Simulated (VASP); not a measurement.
# Rh (Immm) in VASP: further runs

Runs on Rh. Level: PBE. Tasks: single point.

Program: VASP 6.6.1. These are calculated values, not measurements. Logs are shortened: lines on timing, memory, paths and dates and some standing lists are left out, and cuts for length are marked.

### 1 The cell of the first run

Symmetry: Immm, No. 71, orthorhombic system. Conventional cell: a = 2.266 Å, b = 3.079 Å, c = 3.830 Å, α = 90.00°, β = 90.00°, γ = 90.00°. Within 3.0 Å of Rh (site symmetry mmm) lie 10 Rh at 2.27 to 2.71 Å.

### 2 Single point, PBE

Contents of INCAR:

```
PREC = Accurate
ENCUT = 520
EDIFF = 1E-7
ISMEAR = 0
SIGMA = 0.15
LREAL = False
LASPH = True
NELM = 80
ALGO = Fast
ISIF = 2
LWAVE = False
LCHARG = True
GGA = PE
LELF = True
LVHAR = True
NBANDS = 14
```

Contents of KPOINTS:

```
Automatic mesh
0
Gamma
  20 20 20
```

Contents of POSCAR:

```
Rh
1.0
   -0.2872578633      1.8895822249      1.9150524221
    1.8895822249     -0.2872578633      1.9150524221
    1.6023243616      1.6023243616      0.0000000000
Rh
1
Direct
    0.0000000000      0.0000000000      0.0000000000
```

Potentials or basis: VASP PAW PBE potentials, release 64 (Rh_pv).

Command:

```sh
> cat potpaw_PBE.64/Rh_pv/POTCAR > POTCAR
> mpirun -np 1 vasp_std > vasp.out
```

OUTCAR:

```text
PREC = Accurate
   ENCUT = 520
   EDIFF = 1E-7
   ISMEAR = 0
   LREAL = False
   LASPH = True
   NELM = 80
   ISIF = 2
   GGA = PE

 ion  position               nearest neighbor table
   1  0.000  0.000  0.000-

  LATTYP: Found a body centered orthorhombic cell.
 ALAT       =     2.2660288435
 B/A-ratio  =     1.3585514521
 C/A-ratio  =     1.6902277547

  Lattice vectors:

 A1 = (   0.2872578633,  -1.8895822249,  -1.9150524221)
 A2 = (  -0.2872578633,   1.8895822249,  -1.9150524221)
 A3 = (   1.8895822249,  -0.2872578633,   1.9150524221)

Analysis of symmetry for initial positions (statically):
=====================================================================
 Subroutine PRICEL returns:
 Original cell was already a primitive cell.

 Routine SETGRP: Setting up the symmetry group for a
 body centered orthorhombic supercell.

 Subroutine GETGRP returns: Found  8 space group operations
 (whereof  8 operations were pure point group operations)
 out of a pool of  8 trial point group operations.

The static configuration has the point symmetry D_2h.

Analysis of symmetry for dynamics (positions and initial velocities):
=====================================================================
 Subroutine PRICEL returns:
 Original cell was already a primitive cell.

 Routine SETGRP: Setting up the symmetry group for a
 body centered orthorhombic supercell.

 Subroutine GETGRP returns: Found  8 space group operations
 (whereof  8 operations were pure point group operations)
 out of a pool of  8 trial point group operations.

The dynamic configuration has the point symmetry D_2h.

 Subroutine INISYM returns: Found  8 space group operations
 (whereof  8 operations are pure point group operations),
 and found     1 'primitive' translations

----------------------------------------------------------------------------------------

                                     Primitive cell

  volume of cell :      13.3594

  direct lattice vectors                    reciprocal lattice vectors
    -0.287257863  1.889582225  1.915052422    -0.229690735  0.229690735  0.261089459
     1.889582225 -0.287257863  1.915052422     0.229690735 -0.229690735  0.261089459
     1.602324362  1.602324362  0.000000000     0.312046682  0.312046682 -0.261089459

  length of vectors
     2.705635571  2.705635571  2.266028843     0.416753372  0.416753372  0.512751371

  position of ions in fractional coordinates (direct lattice)
     0.000000000  0.000000000  0.000000000

  ion indices of the primitive-cell ions
   primitive index   ion index
                 1           1

----------------------------------------------------------------------------------------

 KPOINTS: Automatic mesh

Automatic generation of k-mesh.
 Grid dimensions read from file:
 generate k-points for:   20   20   20

 Generating k-lattice:

  Cartesian coordinates                     Fractional coordinates (reciprocal lattice)
    -0.011484537  0.011484537  0.013054473     0.050000000 -0.000000000  0.000000000
     0.011484537 -0.011484537  0.013054473    -0.000000000  0.050000000  0.000000000
     0.015602334  0.015602334 -0.013054473    -0.000000000 -0.000000000  0.050000000

  Length of vectors
     0.020837669  0.020837669  0.025637569

  Shift w.r.t. Gamma in fractional coordinates (k-lattice)
     0.000000000  0.000000000  0.000000000

 Subroutine IBZKPT returns following result:
 ===========================================

 Found   1166 irreducible k-points:

 Following reciprocal coordinates:
            Coordinates               Weight
  0.000000  0.000000  0.000000      1.000000
  0.050000 -0.000000  0.000000      4.000000
  0.100000 -0.000000  0.000000      4.000000
  0.150000  0.000000  0.000000      4.000000
  0.200000 -0.000000  0.000000      4.000000
  0.250000  0.000000  0.000000      4.000000
[... 16 lines left out ...]
 -0.400000  0.050000  0.000000      4.000000
 -0.350000  0.050000  0.000000      4.000000
 [... further k-points ...]
   k-points           NKPTS =   1166   k-points in BZ     NKDIM =   1166   number of bands    NBANDS=     14
   number of dos      NEDOS =    301   number of ions     NIONS =      1
   total plane-waves  NPLWV =   7200
   dimension x,y,z NGX =    20 NGY =   20 NGZ =   18
   dimension x,y,z NGXF=    40 NGYF=   40 NGZF=   36
   ions per type =               1
   NGX,Y,Z   is equivalent  to a cutoff of  12.29, 12.29, 13.21 a.u.
   NGXF,Y,Z  is equivalent  to a cutoff of  24.58, 24.58, 26.41 a.u.
 SYSTEM =  unknown system
   PREC   = accura    normal or accurate (medium, high low for compatibility)
   ISTART =      0    job   : 0-new  1-cont  2-samecut
   ICHARG =      2    charge: 1-file 2-atom 10-const
   ISPIN  =      1    spin polarized calculation?
   LNONCOLLINEAR =      F non collinear calculations
   LSORBIT =      F    spin-orbit coupling
   LASPH  =      T    aspherical Exc in radial PAW
   ENCUT  =  520.0 eV  38.22 Ry    6.18 a.u.   5.03  5.03  4.21*2*pi/ulx,y,z
   NELM   =     80;   NELMIN=  2; NELMDL= -5     # of ELM steps
   EDIFF  = 0.1E-06   stopping-criterion for ELM
   LREAL  =      F    real-space projection
   EDIFFG = 0.1E-05   stopping-criterion for IOM
   NSW    =      0    number of steps for IOM
   IBRION =     -1    ionic relax: 0-MD 1-quasi-New 2-CG
   NFREE  =      0    steps in history (QN), initial steepest desc. (CG)
   ISIF   =      2    stress and relaxation
   ISYM   =      2    0-nonsym 1-usesym 2-fastsym
   POTIM  = 0.5000    time-step for ionic-motion
   TEBEG  =    0.0;   TEEND  =   0.0 temperature during run
   PSTRESS=    0.0 pullay stress
   NELECT =      15.0000    total number of electrons
   NUPDOWN=      -1.0000    fix difference up-down
   EMIN   =  10.00;   EMAX   =-10.00  energy-range for DOS
   EFERMI =   0.00;   METHOD = LEGACY
   ISMEAR =     0;   SIGMA  =   0.15  broadening in eV -4-tet -1-fermi 0-gaus
   EFERMI_NEDOS =   21; number of points for ismear=-14 and -15
   IALGO  =     68    algorithm
   IMIX   =      4    mixing-type and parameters
     AMIX     =   0.40;   BMIX     =  1.00
     AMIX_MAG =   1.60;   BMIX_MAG =  1.00
  volume/ion in A,a.u.               =      13.36        90.15
  Fermi-wavevector in a.u.,A,eV,Ry     =   1.701542  3.215448 39.392209  2.895246
  Thomas-Fermi vector in A             =   2.781476
   LORBIT       =      0    0 simple, 1 ext, 2 COOP (PROOUT), +10 PAW based schemes
   GGA     = PE    functional components
   LHFCALC =     F    Hartree Fock is set to
   AEXX    =    0.0000 exact exchange contribution
   IVDW    =     0    specifies the selected vdW correction
   LEPSILON=     F    determine dielectric tensor
   LRPA    =     F    only Hartree local field effects (RPA)
 non-spin polarized calculation
 RMM-DIIS sequential band-by-band and
 Gauss-broadening in eV      SIGMA  =   0.15
  energy-cutoff  :      520.00
  volume of cell :       13.36
 maximum number of plane-waves:       374
   NGX = 11   NGY = 11   NGZ =  9

 number of electron      15.0000000 magnetization

 Free energy of the ion-electron system (eV)
  ---------------------------------------------------
  ext. energy  EPLUGINS =         0.00000000
  ---------------------------------------------------
  free energy    TOTEN  =        -6.34789579 eV

  energy without entropy =       -6.32934709  energy(sigma->0) =       -6.33862144

 E-fermi :  12.3521     XC(G=0): -14.1327

 val. band max:       12.3505814234   @ k =  -0.3000   0.2500   0.1500
 cond. band min:      12.3535029090   @ k =  -0.2000   0.2000   0.1000
 fundamental gap:      0.0029214856
 Fermi energy:        12.3520591429

 k-point     1 :       0.0000    0.0000    0.0000
  band No.  band energies     occupation
      1     -33.9534      2.00000
      2     -33.9097      2.00000
      3     -33.7314      2.00000
      4       4.3844      2.00000
      5       7.0725      2.00000
      6       7.7182      2.00000
      7      11.6416      2.00000
      8      12.0306      1.99756
      9      12.3655      0.89909
     10      27.5457      0.00000
     11      30.1226      0.00000
     12      33.1113      0.00000
     13      34.9850      0.00000
     14      39.1910      0.00000

 k-point     2 :       0.0500   -0.0000    0.0000
  band No.  band energies     occupation
      1     -33.9621      2.00000
      2     -33.9165      2.00000
      3     -33.7330      2.00000
      4       4.4655      2.00000
      5       7.0634      2.00000
      6       7.7439      2.00000
      7      11.6638      2.00000
      8      11.9982      1.99915
      9      12.3709      0.85934
     10      27.5983      0.00000
     11      29.9682      0.00000
     12      33.1114      0.00000
     13      34.8999      0.00000
     14      39.4526      0.00000

 k-point     3 :       0.1000   -0.0000    0.0000
  band No.  band energies     occupation
      1     -33.9994      2.00000
      2     -33.9243      2.00000
      3     -33.7378      2.00000
      4       4.6967      2.00000
      5       7.0420      2.00000
      6       7.8233      2.00000
      7      11.7178      2.00000
      8      11.9110      1.99997
      9      12.3979      0.66586
     10      27.6270      0.00000
     11      29.6065      0.00000
     12      33.1107      0.00000
     13      34.8531      0.00000
     14      39.6765      0.00000

 k-point     4 :       0.1500    0.0000    0.0000
  band No.  band energies     occupation
      1     -34.0676      2.00000
      2     -33.9257      2.00000
      3     -33.7451      2.00000
      4       5.0351      2.00000
      5       7.0305      2.00000
      6       7.9649      2.00000
      7      11.7688      2.00000
      8      11.7958      2.00000
      9      12.4776      0.23656
     10      27.1901      0.00000
     11      29.4638      0.00000
     12      33.1108      0.00000
     13      35.0387      0.00000
     14      39.1030      0.00000

 k-point     5 :       0.2000   -0.0000    0.0000
  band No.  band energies     occupation
      1     -34.1558      2.00000
      2     -33.9245      2.00000
      3     -33.7544      2.00000
      4       5.3912      2.00000
      5       7.0720      2.00000
      6       8.1939      2.00000
      7      11.6871      2.00000
      8      11.7818      2.00000
      9      12.6373      0.00715
     10      26.1351      0.00000
     11      29.6922      0.00000
[... 276 lines left out ...]
 k-point    22 :      -0.4500    0.0500    0.0000
  band No.  band energies     occupation
      1     -34.5487      2.00000
      2     -33.9298      2.00000
      3     -33.7977      2.00000
      4       5.7009      2.00000
      5       7.5283      2.00000
      6      11.0177      2.00000
      7      11.6194      2.00000
      8      12.4507      0.35221
      9      13.7400      0.00000
     10      19.5570      0.00000
     11      28.8772      0.00000
     12      33.1101      0.00000
     13      33.4591      0.00000
     14      39.9578      0.00000

 k-point    23 :      -0.4000    0.0500    0.0000
  band No.  band energies     occupation
      1     -34.5070      2.00000
      2     -33.9331      2.00000
      3     -33.7928      2.00000
      4       5.7353      2.00000
      5       7.4891      2.00000
      6      10.7771      2.00000
      7      11.6431      2.00000
      8      12.0446      1.99625
      9      13.5870      0.00000
     10      20.4157      0.00000
     11      28.9961      0.00000
     12      33.1106      0.00000
     13      33.7539      0.00000
     14      39.4844      0.00000

 k-point    24 :      -0.3500    0.0500    0.0000
  band No.  band energies     occupation
      1     -34.4404      2.00000
      2     -33.9367      2.00000
      3     -33.7853      2.00000
      4       5.7766      2.00000
      5       7.4386      2.00000
      6      10.0780      2.00000
      7      11.6838      2.00000
      8      11.8786      1.99999
      9      13.3619      0.00000
     10      21.6329      0.00000
     11      29.2041      0.00000
     12      33.1107      0.00000
     13      34.2742      0.00000
     14      38.4046      0.00000

 [... further k-points ...]
[... 5 lines left out ...]
  --------------------------------------------------------------------------------------
  -------------------------------------------------------------------------------------
  Total        5.1315450      5.1315450      0.8905731      5.3691170      0.0000000      0.0000000
  in kB      615.4192808    615.4192808    106.8052368    643.9109700      0.0000000      0.0000000
  external PRESSURE =     445.8812662 kB  Pullay stress =       0.0000000 kB

 VOLUME and BASIS-vectors are now :
 -----------------------------------------------------------------------------
  energy-cutoff  :      520.00
  volume of cell :       13.36
      direct lattice vectors                 reciprocal lattice vectors
    -0.287257863  1.889582225  1.915052422    -0.229690735  0.229690735  0.261089459
     1.889582225 -0.287257863  1.915052422     0.229690735 -0.229690735  0.261089459
     1.602324362  1.602324362  0.000000000     0.312046682  0.312046682 -0.261089459

 POSITION                                       TOTAL-FORCE (eV/Angst)
 -----------------------------------------------------------------------------------
      0.00000      0.00000      0.00000         0.000000      0.000000     -0.000000
 -----------------------------------------------------------------------------------
    total drift:                                0.000000     -0.000000      0.000000

  FREE ENERGIE OF THE ION-ELECTRON SYSTEM (eV)
  ---------------------------------------------------
  free  energy   TOTEN  =        -6.3478957871 eV

  energy  without entropy=       -6.3293470928  energy(sigma->0) =       -6.33862144
```

It took 3.5 min on 1 thread of Intel Xeon Platinum 8488C (Sapphire Rapids), shared host; peak memory 0.3 GiB.

What came out:

* Free energy: -6.3479 eV
* Pressure: 44.6 GPa

Stress tensor (GPa, compression positive):
```
61.54 64.39  0.00
64.39 61.54  0.00
 0.00  0.00 10.68
```

Levels at points of the mesh, in eV from the Fermi level:
| k point | band 5 | band 6 | band 7 | band 8 | band 9 | band 10 |
| --- | --- | --- | --- | --- | --- | --- |
| (0.00, 0.00, 0.00) | -5.28 | -4.63 | -0.71 | -0.32 | 0.01 | 15.19 |
| (0.50, 0.00, 0.00) | -4.83 | -0.78 | -0.67 | -0.46 | 1.45 | 6.97 |
| (0.50, 0.50, 0.00) | -6.22 | 1.23 | 1.30 | 1.48 | 3.11 | 8.67 |
| (0.00, 0.00, 0.50) | -5.03 | -1.84 | 0.10 | 1.63 | 2.86 | 12.09 |
| (0.50, 0.00, 0.50) | -6.28 | -0.09 | 0.56 | 2.02 | 4.27 | 13.54 |

### 3 Single point, PBE

This run uses another cell than the first one, of 13.54 Å³/atom, 1.013 times its volume.

Contents of INCAR:

```
SYSTEM = Rh
PREC = Accurate ; ENCUT = 520
EDIFF = 1E-6 ; ISMEAR = 0
SIGMA = 0.15 ; LREAL = .False.
LASPH = .True. ; NELM = 100
ALGO = Fast ; ISIF = 2
LWAVE = .False. ; LCHARG = .True.
GGA = PE ; LELF = .True.
LVHAR = .True. ; NBANDS = 14
```

Contents of KPOINTS:

```
regular mesh
0
Gamma
  20 20 20
  0 0 0
```

Contents of POSCAR:

```
Rh
1.0
   -0.1915052422      1.8895822249      1.9150524221
    1.8895822249     -0.1915052422      1.9150524221
    1.6980769827      1.6980769827      0.0000000000
Rh
1
Direct
    0.0000000000      0.0000000000      0.0000000000
```

Potentials or basis: VASP PAW PBE potentials, release 64 (Rh_pv).

Command:

```sh
> cat potpaw_PBE.64/Rh_pv/POTCAR > POTCAR
> mpirun -np 1 vasp_std > vasp.out
```

It took 2.5 min on 1 thread of Intel Xeon Platinum 8488C (Sapphire Rapids), shared host; peak memory 0.3 GiB.

Results (log left out):

```
Free energy : -6.8641 eV
Pressure    : 23.4 GPa
```

Stress tensor (GPa, compression positive):
```
32.17 42.98  0.00
42.98 32.17  0.00
 0.00  0.00  5.76
```

Levels at points of the mesh, in eV from the Fermi level:
| k point | band 4 | band 5 | band 6 | band 7 | band 8 | band 9 | band 10 | band 11 |
| --- | --- | --- | --- | --- | --- | --- | --- | --- |
| (0.00, 0.00, 0.00) | -7.96 | -4.21 | -4.13 | -1.58 | -0.58 | -0.47 | 15.61 | 18.88 |
| (0.50, 0.00, 0.00) | -6.32 | -4.27 | -1.63 | -0.19 | -0.11 | 1.08 | 7.47 | 16.33 |
| (0.50, 0.50, 0.00) | -6.61 | -6.10 | 0.88 | 1.19 | 1.21 | 3.11 | 10.12 | 12.21 |
| (0.00, 0.00, 0.50) | -6.25 | -4.32 | -2.29 | 0.25 | 1.35 | 2.04 | 10.75 | 14.98 |
| (0.50, 0.00, 0.50) | -6.44 | -6.07 | 0.12 | 0.78 | 1.68 | 3.79 | 13.05 | 13.37 |
